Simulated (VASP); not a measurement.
# NbP in VASP: further runs

The runs below take NbP through single point, with PBE.

Program: VASP 6.6.1. These are calculated values, not measurements. Logs are shortened: lines on timing, memory, paths and dates and some standing lists are left out, and cuts for length are marked.

## 1. The cell of the first run

The structure is orthorhombic, space group Imm2 (No. 44). The conventional cell has a = 3.280 Å, b = 3.370 Å, c = 11.509 Å, α = 90.00°, β = 90.00°, γ = 90.00°. Within 3.4 Å of Nb (site symmetry mm2) lie 6 P at 2.54 to 2.55 Å and 8 Nb at 3.28 to 3.37 Å. Nb (site symmetry mm2) has 6 P at 2.53 to 2.54 Å and 2 Nb at 3.28 Å within 3.3 Å. Within 3.3 Å of P (site symmetry mm2) lie 6 Nb at 2.53 to 2.54 Å and 2 P at 3.28 Å. Within 3.4 Å of P (site symmetry mm2) lie 6 Nb at 2.54 to 2.55 Å and 8 P at 3.28 to 3.37 Å.

## 2. Single point, PBE (uniaxial strain along a: -2.0 %, then relaxed in part)

The input, INCAR:

```
PREC = Accurate
ENCUT = 520
EDIFF = 1E-6
ISMEAR = 0
SIGMA = 0.1
LREAL = False
LASPH = True
NELM = 60
ALGO = Normal
ISIF = 2
LWAVE = False
LCHARG = False
GGA = PE
NBANDS = 46
```

The input, KPOINTS:

```
Automatic mesh
0
Gamma
  10 10 4
```

The input, POSCAR:

```
NbP
1.0
    3.2801059073      0.0000000000      0.0000000000
    0.0000000000      3.3696251327      0.0000000000
    0.0000000000      0.0000000000     11.5086118966
Nb P
4 4
Direct
    0.5000000000      0.5000000000     -0.0007137355
    0.0000000000      0.5000000000      0.7501312872
    0.0000000000      0.0000000000      0.4992862645
    0.5000000000      0.0000000000      0.2501312872
    0.0000000000      0.0000000000      0.0824871906
    0.5000000000      0.0000000000      0.8333524077
    0.5000000000      0.5000000000      0.5824871906
    0.0000000000      0.5000000000      0.3333524077
```

Potentials or basis: VASP PAW PBE potentials, release 64 (Nb_sv, P).

On the command line:

```bash
cat potpaw_PBE.64/Nb_sv/POTCAR potpaw_PBE.64/P/POTCAR > POTCAR
mpirun -np 1 vasp_std > vasp.out
```

OUTCAR:

```text
PREC = Accurate
   ENCUT = 520
   EDIFF = 1E-6
   ISMEAR = 0
   LREAL = False
   LASPH = True
   NELM = 60
   ISIF = 2
   GGA = PE

 ion  position               nearest neighbor table
   1  0.500  0.500  0.999-   5 2.54   5 2.54   5 2.54   5 2.54   6 2.55   6 2.55
   2  0.000  0.500  0.750-   7 2.53   7 2.53   6 2.54   6 2.54   6 2.54   6 2.54
   3  0.000  0.000  0.499-   7 2.54   7 2.54   7 2.54   7 2.54   8 2.55   8 2.55
   4  0.500  0.000  0.250-   5 2.53   5 2.53   8 2.54   8 2.54   8 2.54   8 2.54
   5  0.000  0.000  0.082-   4 2.53   4 2.53   1 2.54   1 2.54   1 2.54   1 2.54
   6  0.500  0.000  0.833-   2 2.54   2 2.54   2 2.54   2 2.54   1 2.55   1 2.55
   7  0.500  0.500  0.582-   2 2.53   2 2.53   3 2.54   3 2.54   3 2.54   3 2.54
   8  0.000  0.500  0.333-   4 2.54   4 2.54   4 2.54   4 2.54   3 2.55   3 2.55

  LATTYP: Found a simple orthorhombic cell.
 ALAT       =     3.2801059073
 B/A-ratio  =     1.0272915656
 C/A-ratio  =     3.5086098504

  Lattice vectors:

 A1 = (   3.2801059073,   0.0000000000,   0.0000000000)
 A2 = (   0.0000000000,   3.3696251327,   0.0000000000)
 A3 = (   0.0000000000,   0.0000000000,  11.5086118966)

Analysis of symmetry for initial positions (statically):
=====================================================================
 Subroutine PRICEL returns following result:

  LATTYP: Found a body centered orthorhombic cell.
 ALAT       =     3.2801059073
 B/A-ratio  =     1.0272915656
 C/A-ratio  =     3.5086098504

  Lattice vectors:

 A1 = (  -1.6400529537,   1.6848125664,   5.7543059483)
 A2 = (   1.6400529537,  -1.6848125664,   5.7543059483)
 A3 = (   1.6400529537,   1.6848125663,  -5.7543059483)

   2 primitive cells build up your supercell.

 Routine SETGRP: Setting up the symmetry group for a
 simple orthorhombic supercell.

 Subroutine GETGRP returns: Found  4 space group operations
 (whereof  4 operations were pure point group operations)
 out of a pool of  8 trial point group operations.

The static configuration has the point symmetry C_2v.

Analysis of symmetry for dynamics (positions and initial velocities):
=====================================================================
 Subroutine PRICEL returns following result:

  LATTYP: Found a body centered orthorhombic cell.
 ALAT       =     3.2801059073
 B/A-ratio  =     1.0272915656
 C/A-ratio  =     3.5086098504

  Lattice vectors:

 A1 = (  -1.6400529537,   1.6848125664,   5.7543059483)
 A2 = (   1.6400529537,  -1.6848125664,   5.7543059483)
 A3 = (   1.6400529537,   1.6848125663,  -5.7543059483)

   2 primitive cells build up your supercell.

 Routine SETGRP: Setting up the symmetry group for a
 simple orthorhombic supercell.

 Subroutine GETGRP returns: Found  4 space group operations
 (whereof  4 operations were pure point group operations)
 out of a pool of  8 trial point group operations.

The dynamic configuration has the point symmetry C_2v.

 Subroutine INISYM returns: Found  4 space group operations
 (whereof  4 operations are pure point group operations),
 and found     2 'primitive' translations

----------------------------------------------------------------------------------------

                                     Primitive cell

  volume of cell :      63.6008

  direct lattice vectors                    reciprocal lattice vectors
    -1.640052954  1.684812566  5.754305948     0.000000000  0.296768917  0.086891452
     1.640052954 -1.684812566  5.754305948     0.304868205  0.000000000  0.086891452
     1.640052954  1.684812566 -5.754305948     0.304868205  0.296768917 -0.000000000

  length of vectors
     6.216140605  6.216140605  6.216140605     0.309227933  0.317009064  0.425460236

  position of ions in fractional coordinates (direct lattice)
     0.499286265  0.499286265  1.000000000
     0.250131287  0.750131287  0.500000000
     0.082487191  0.082487191  1.000000000
     0.833352408  0.333352408  0.500000000

  ion indices of the primitive-cell ions
   primitive index   ion index
                 1           1
                 2           2
                 3           7
                 4           6

----------------------------------------------------------------------------------------

 KPOINTS: Automatic mesh

Automatic generation of k-mesh.
 Grid dimensions read from file:
 generate k-points for:   10   10    4

 Generating k-lattice:

  Cartesian coordinates                     Fractional coordinates (reciprocal lattice)
     0.030486820  0.000000000  0.000000000     0.100000000  0.000000000  0.000000000
     0.000000000  0.029676892  0.000000000     0.000000000  0.100000000  0.000000000
     0.000000000  0.000000000  0.021722863     0.000000000  0.000000000  0.250000000

  Length of vectors
     0.030486820  0.029676892  0.021722863

  Shift w.r.t. Gamma in fractional coordinates (k-lattice)
     0.000000000  0.000000000  0.000000000

 Subroutine IBZKPT returns following result:
 ===========================================

 Found    108 irreducible k-points:

 Following reciprocal coordinates:
            Coordinates               Weight
  0.000000  0.000000  0.000000      1.000000
  0.100000  0.000000  0.000000      2.000000
  0.200000  0.000000  0.000000      2.000000
  0.300000  0.000000  0.000000      2.000000
  0.400000  0.000000  0.000000      2.000000
  0.500000  0.000000  0.000000      1.000000
[... 16 lines left out ...]
  0.400000  0.300000  0.000000      4.000000
  0.500000  0.300000  0.000000      2.000000
 [... further k-points ...]
   k-points           NKPTS =    108   k-points in BZ     NKDIM =    108   number of bands    NBANDS=     46
   number of dos      NEDOS =    301   number of ions     NIONS =      8
   total plane-waves  NPLWV =  60480
   dimension x,y,z NGX =    24 NGY =   28 NGZ =   90
   dimension x,y,z NGXF=    48 NGYF=   56 NGZF=  180
   ions per type =               4   4
   NGX,Y,Z   is equivalent  to a cutoff of  12.16, 13.81, 13.00 a.u.
   NGXF,Y,Z  is equivalent  to a cutoff of  24.33, 27.63, 26.00 a.u.
 SYSTEM =  unknown system
   PREC   = accura    normal or accurate (medium, high low for compatibility)
   ISTART =      0    job   : 0-new  1-cont  2-samecut
   ICHARG =      2    charge: 1-file 2-atom 10-const
   ISPIN  =      1    spin polarized calculation?
   LNONCOLLINEAR =      F non collinear calculations
   LSORBIT =      F    spin-orbit coupling
   LASPH  =      T    aspherical Exc in radial PAW
   ENCUT  =  520.0 eV  38.22 Ry    6.18 a.u.   6.10  6.27 21.40*2*pi/ulx,y,z
   NELM   =     60;   NELMIN=  2; NELMDL= -5     # of ELM steps
   EDIFF  = 0.1E-05   stopping-criterion for ELM
   LREAL  =      F    real-space projection
   EDIFFG = 0.1E-04   stopping-criterion for IOM
   NSW    =      0    number of steps for IOM
   IBRION =     -1    ionic relax: 0-MD 1-quasi-New 2-CG
   NFREE  =      0    steps in history (QN), initial steepest desc. (CG)
   ISIF   =      2    stress and relaxation
   ISYM   =      2    0-nonsym 1-usesym 2-fastsym
   POTIM  = 0.5000    time-step for ionic-motion
   TEBEG  =    0.0;   TEEND  =   0.0 temperature during run
   PSTRESS=    0.0 pullay stress
   NELECT =      72.0000    total number of electrons
   NUPDOWN=      -1.0000    fix difference up-down
   EMIN   =  10.00;   EMAX   =-10.00  energy-range for DOS
   EFERMI =   0.00;   METHOD = LEGACY
   ISMEAR =     0;   SIGMA  =   0.10  broadening in eV -4-tet -1-fermi 0-gaus
   EFERMI_NEDOS =   21; number of points for ismear=-14 and -15
   IALGO  =     38    algorithm
   IMIX   =      4    mixing-type and parameters
     AMIX     =   0.40;   BMIX     =  1.00
     AMIX_MAG =   1.60;   BMIX_MAG =  1.00
  volume/ion in A,a.u.               =      15.90       107.30
  Fermi-wavevector in a.u.,A,eV,Ry     =   1.354217  2.559099 24.951767  1.833903
  Thomas-Fermi vector in A             =   2.481407
   LORBIT       =      0    0 simple, 1 ext, 2 COOP (PROOUT), +10 PAW based schemes
   GGA     = PE    functional components
   LHFCALC =     F    Hartree Fock is set to
   AEXX    =    0.0000 exact exchange contribution
   IVDW    =     0    specifies the selected vdW correction
   LEPSILON=     F    determine dielectric tensor
   LRPA    =     F    only Hartree local field effects (RPA)
 non-spin polarized calculation
 Gauss-broadening in eV      SIGMA  =   0.10
  energy-cutoff  :      520.00
  volume of cell :      127.20
 maximum number of plane-waves:      3460
   NGX = 13   NGY = 13   NGZ = 43

 number of electron      71.9999990 magnetization

 Free energy of the ion-electron system (eV)
  ---------------------------------------------------
  ext. energy  EPLUGINS =         0.00000000
  ---------------------------------------------------
  free energy    TOTEN  =       -70.59471681 eV

  energy without entropy =      -70.58847858  energy(sigma->0) =      -70.59159770

 E-fermi :  10.7286     XC(G=0): -12.0486

 val. band max:       10.7258568313   @ k =   0.3000   0.0000   0.5000
 cond. band min:      10.7377392580   @ k =   0.5000   0.0000   0.5000
 fundamental gap:      0.0118824266
 Fermi energy:        10.7286255475

 k-point     1 :       0.0000    0.0000    0.0000
  band No.  band energies     occupation
      1     -44.1932      2.00000
      2     -44.1836      2.00000
      3     -44.1575      2.00000
      4     -44.1478      2.00000
      5     -20.4664      2.00000
      6     -20.2896      2.00000
[... 38 lines left out ...]
     45      14.0112      0.00000
     46      14.1152      0.00000

 k-point     2 :       0.1000    0.0000    0.0000
  band No.  band energies     occupation
      1     -44.1907      2.00000
      2     -44.1815      2.00000
      3     -44.1553      2.00000
      4     -44.1460      2.00000
      5     -20.4584      2.00000
      6     -20.2979      2.00000
[... 1070 lines left out ...]
 k-point    24 :       0.5000    0.3000    0.0000
  band No.  band energies     occupation
      1     -44.1523      2.00000
      2     -44.1523      2.00000
      3     -44.1238      2.00000
      4     -44.1238      2.00000
      5     -20.5269      2.00000
      6     -20.5269      2.00000
[... 38 lines left out ...]
     45      14.6633      0.00000
     46      14.6683      0.00000

 [... further k-points ...]

------------------------ aborting loop because EDIFF is reached ----------------------------------------

  FORCE on cell =-STRESS in cart. coord.  units (eV):
  Direction    XX          YY          ZZ          XY          YZ          ZX
  --------------------------------------------------------------------------------------
  -------------------------------------------------------------------------------------
  Total        3.4411677     -0.3203027     -0.2949135      0.0000000      0.0000000      0.0000000
  in kB       43.3435049     -4.0343984     -3.7146073      0.0000000      0.0000000      0.0000000
  external PRESSURE =      11.8648331 kB  Pullay stress =       0.0000000 kB

 VOLUME and BASIS-vectors are now :
 -----------------------------------------------------------------------------
  energy-cutoff  :      520.00
  volume of cell :      127.20
      direct lattice vectors                 reciprocal lattice vectors
     3.280105907  0.000000000  0.000000000     0.304868205  0.000000000  0.000000000
     0.000000000  3.369625133  0.000000000     0.000000000  0.296768917  0.000000000
     0.000000000  0.000000000 11.508611897     0.000000000  0.000000000  0.086891452

 POSITION                                       TOTAL-FORCE (eV/Angst)
 -----------------------------------------------------------------------------------
      1.64005      1.68481     11.50040        -0.000000     -0.000000     -0.000877
      0.00000      1.68481      8.63297         0.000000     -0.000000     -0.001061
      0.00000      0.00000      5.74609         0.000000     -0.000000     -0.000877
      1.64005      0.00000      2.87866         0.000000      0.000000     -0.001061
      0.00000      0.00000      0.94931         0.000000      0.000000      0.001602
      1.64005      0.00000      9.59073         0.000000      0.000000      0.000336
      1.64005      1.68481      6.70362         0.000000      0.000000      0.001602
      0.00000      1.68481      3.83642         0.000000      0.000000      0.000336
 -----------------------------------------------------------------------------------
    total drift:                                0.000000      0.000000      0.000380

  FREE ENERGIE OF THE ION-ELECTRON SYSTEM (eV)
  ---------------------------------------------------
  free  energy   TOTEN  =       -70.5947168133 eV

  energy  without entropy=      -70.5884785787  energy(sigma->0) =      -70.59159770
```

Run time: 5.2 min. Hardware: 1 thread of Intel Xeon 6975P-C (Granite Rapids), shared host; peak memory 0.55 GiB.

What came out:

- Free energy: -70.5947 eV
- Pressure: 1.2 GPa
- Band gap on the k mesh: zero (band 36 reaches 10.86 eV, above the bottom of band 37 at 10.65 eV)

Caveat: the cell differs from its parent crystal (uniaxial strain along a: -2.0 %, then relaxed in part).

## 3. Single point, PBE (strained)

The input, INCAR:

```
ALGO = Normal
EDIFF = 1E-6
ENCUT = 520
GGA = PE
ISIF = 2
ISMEAR = 0
LASPH = T
LCHARG = F
LREAL = F
LWAVE = F
NBANDS = 26
NELM = 80
PREC = Accurate
SIGMA = 0.05
```

The input, KPOINTS:

```
k-points
0
Gamma
  14 14 14
```

The input, POSCAR:

```
NbP
1.0
   -1.6305712866      1.6305712866      5.7603133567
    1.6305712866     -1.6305712866      5.7603133567
    1.6305712866      1.6305712866     -5.7603133567
Nb P
2 2
Direct
    0.7411701628      0.7411701628      0.0000000000
    0.4911701628      0.9911701628      0.5000000000
    0.3414584072      0.3414584072      0.0000000000
    0.0914584172      0.5914584172      0.5000000000
```

Potentials or basis: VASP PAW PBE potentials, release 64 (Nb_sv, P).

On the command line:

```bash
cat potpaw_PBE.64/Nb_sv/POTCAR potpaw_PBE.64/P/POTCAR > POTCAR
mpirun -np 1 vasp_std > vasp.out
```

OUTCAR:

```text
EDIFF = 1E-6
   ENCUT = 520
   GGA = PE
   ISIF = 2
   ISMEAR = 0
   LASPH = T
   LREAL = F
   NELM = 80
   PREC = Accurate

 ion  position               nearest neighbor table
   1  0.741  0.741  0.000-   4 2.37   4 2.37   3 2.58   3 2.58   3 2.58   3 2.58
   2  0.491  0.991  0.500-   3 2.37   3 2.37   4 2.58   4 2.58   4 2.58   4 2.58
   3  0.341  0.341  0.000-   2 2.37   2 2.37   1 2.58   1 2.58   1 2.58   1 2.58
[... 901 lines left out ...]
  Direction    XX          YY          ZZ          XY          YZ          ZX
  --------------------------------------------------------------------------------------
  -------------------------------------------------------------------------------------
  Total        4.3395196      4.3395196      4.9855766      0.0000000      0.0000000      0.0000000
  in kB      113.4923417    113.4923417    130.3888024      0.0000000      0.0000000      0.0000000
  external PRESSURE =     119.1244953 kB  Pullay stress =       0.0000000 kB

 VOLUME and BASIS-vectors are now :
 -----------------------------------------------------------------------------
  energy-cutoff  :      520.00
  volume of cell :       61.26
      direct lattice vectors                 reciprocal lattice vectors
    -1.630571287  1.630571287  5.760313357     0.000000000  0.306640994  0.086800833
     1.630571287 -1.630571287  5.760313357     0.306640994  0.000000000  0.086800833
     1.630571287  1.630571287 -5.760313357     0.306640994  0.306640994  0.000000000

 POSITION                                       TOTAL-FORCE (eV/Angst)
 -----------------------------------------------------------------------------------
      0.00000      0.00000      8.53874         0.000000      0.000000      2.758305
      1.63057      0.00000      5.65859        -0.000000     -0.000000      2.758305
      0.00000      0.00000      3.93381         0.000000     -0.000000     -2.758305
      1.63057      0.00000      1.05366        -0.000000      0.000000     -2.758305
 -----------------------------------------------------------------------------------
    total drift:                                0.000000      0.000000     -0.000208

  FREE ENERGIE OF THE ION-ELECTRON SYSTEM (eV)
  ---------------------------------------------------
  free  energy   TOTEN  =       -34.7177202210 eV

  energy  without entropy=      -34.7169287825  energy(sigma->0) =      -34.71732450
```

stdout:

```text
POSCAR found type information on POSCAR NbP
 POSCAR found :  2 types and       4 ions
 scaLAPACK will be used
 LDA part: xc-table for (Slater+PW92), standard interpolation
 POSCAR, INCAR and KPOINTS ok, starting setup
 FFT: planning ... GRIDC
 FFT: planning ... GRID_SOFT
 FFT: planning ... GRID
 WAVECAR not read
 entering main loop
```

It took 12 min on 1 thread of Intel Xeon 6975P-C, shared host; peak memory 0.55 GiB.

Results:

```yaml
Free_energy: -34.7177 eV
Pressure: 11.9 GPa
Largest_force: 2.758 eV/Å
Band_gap_on_the_k_mesh: zero (band 18 reaches 11.63 eV, above the bottom of band 19 at 11.25 eV)
```

Forces in eV/Å, atoms in the order of the input:
```
Nb   0.000  0.000  2.758
Nb   0.000  0.000  2.758
P    0.000  0.000 -2.758
P    0.000  0.000 -2.758
```

Levels at points of the mesh, in eV from the Fermi level:
```
           k point  band 15  band 16  band 17  band 18  band 19  band 20  band 21  band 22
(0.00, 0.00, 0.00)    -2.19    -1.99    -1.43    -1.43     1.22     2.06     2.25     2.43
(0.50, 0.00, 0.00)    -2.73    -1.94    -1.79    -0.03    -0.01     1.09     2.50     2.94
(0.50, 0.50, 0.00)    -3.07    -3.07    -0.51    -0.51     3.13     3.13     3.27     3.27
(0.50, 0.50, 0.50)    -2.95    -2.95    -0.26    -0.26     1.61     1.61     1.99     1.99
```

Caveat: the cell differs from its parent crystal (strained); forces of over 1 eV/Å act on the atoms, so gaps and moduli don't describe the material at rest.

(Continued in part 2 of 2.)
